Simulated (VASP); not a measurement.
Input of a VASP 6.6.1 run:

The input INCAR:

```
PREC = Accurate ; ENCUT = 520
EDIFF = 1E-6 ; ISMEAR = -1
SIGMA = 0.15 ; LREAL = Auto
LASPH = True ; NELM = 60
ALGO = Normal ; ISIF = 2
LWAVE = False ; LCHARG = False
GGA = PE ; NBANDS = 184
```

Contents of KPOINTS:

```
regular mesh
0
Gamma
  1 1 1
```

File POSCAR:

```
Sr32Li
1.0
   12.1600000000      0.0000000000      0.0000000000
    0.0000000000     12.1600000000      0.0000000000
    0.0000000000      0.0000000000     12.1600000000
Sr Li
32 1
Direct
    0.5441776316      0.0107072368     -0.0265542763
    0.7623437500      0.2697450658     -0.0075904605
    0.7556085526     -0.0155674342      0.2381825658
    0.0064473684     -0.0349835526      0.0139226974
    0.2649259868      0.2673766447      0.0447368421
    0.4895476974      0.4879523026     -0.0073930921
    0.7263075658      0.7462500000     -0.0149917763
    0.2564638158     -0.0331250000      0.2416529605
    0.5182154605      0.2147368421      0.2747450658
    0.8073848684      0.5262006579      0.1987993421
    0.5151398026      0.0137993421      0.5126069079
    0.7345970395      0.2306907895      0.5219654605
    0.7785444079      0.0195559211      0.7362253289
    0.0314638158      0.5135773026     -0.0184868421
    0.2575575658      0.7202713816     -0.0099506579
   -0.0113322368      0.2218256579      0.2428618421
    0.1939555921      0.5362664474      0.2492763158
    0.5003947368      0.7486348684      0.2565625000
   -0.0187500000      0.0320394737      0.5005098684
    0.2392680921      0.2430838816      0.4704851974
    0.5133963816      0.4727878289      0.4856414474
    0.7654194079      0.7289884868      0.5282401316
    0.2425740132      0.0419243421      0.7728125000
    0.4771875000      0.2376315789      0.7462171053
    0.7426973684      0.4887582237      0.7491611842
   -0.0039473684      0.7737417763      0.2576973684
    0.0167269737      0.4877055921      0.5010526316
    0.1987911184      0.7372039474      0.5285197368
   -0.0055921053      0.2645723684      0.7444161184
    0.2465789474      0.4889391447      0.7578042763
    0.4867187500      0.7257894737      0.7630098684
   -0.0500740132      0.7192434211      0.7668009868
    0.4709539474      0.4527302632      0.2461184211
```

Potentials or basis: VASP PAW PBE potentials, release 64 (Sr_sv, Li_sv).

The run is started by

```console
$ cat potpaw_PBE.64/Sr_sv/POTCAR potpaw_PBE.64/Li_sv/POTCAR > POTCAR
$ mpirun -np 1 vasp_gam > vasp.out
```

(1) What does it give for the band gap on the k mesh?

(2) Predict the largest force.

Answers

(1) zero (an odd number of electrons rules out a gap without spin polarisation).

(2) 0.966 eV/Å.

Caveat: the k points lie up to 0.52 Å⁻¹ apart, too coarse for converged energies and pressures of a metal.
